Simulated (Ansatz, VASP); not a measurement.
**Two plane-wave programs on BeRh2**

```
CELL_PARAMETERS angstrom
-2.20817 2.20817 3.86082
2.20817 -2.20817 3.86082
2.20817 2.20817 -3.86082
ATOMIC_POSITIONS crystal
Be 0.00000 0.00000 0.00000
Be 0.75000 0.25000 0.50000
Rh 0.28609 0.28609 0.00000
Rh 0.03609 0.53609 0.50000
Rh 0.46391 0.96391 0.50000
Rh 0.71391 0.71391 0.00000
```

Alike in both runs: functional PBE; k mesh 12 × 12 × 12; occupations gaussian, width 0.1 eV; no spin polarisation.

Ansatz relaxed the structure, and its values are those at the end. VASP's run is a single point on that final structure, the one shown.

|  | VASP | Ansatz |
| --- | --- | --- |
| version | VASP 6.6.1 | Ansatz 0.2.0 |
| potentials or method | VASP PAW PBE potentials, release 64 (Be, Rh_pv), cutoff 520 eV | scalar-relativistic, plane waves, PAW |
| valence electrons in the cell | 64 | 72 |

VASP gave:

```
gap on the k mesh at the Fermi level (eV) : none
pressure (GPa)                            : 0.1
```

Q: What did Ansatz give for the same quantities?

A: gap on the k mesh at the Fermi level (eV): none; pressure (GPa): 0.0.

A gap of «none» marks a metal or a gap that the smearing closes. The functional is the same, so the differences come from potentials, cutoffs and numerics. VASP's potentials hold 64 valence electrons a cell and Ansatz's 72, so a difference there can come from the potentials and not from the codes.
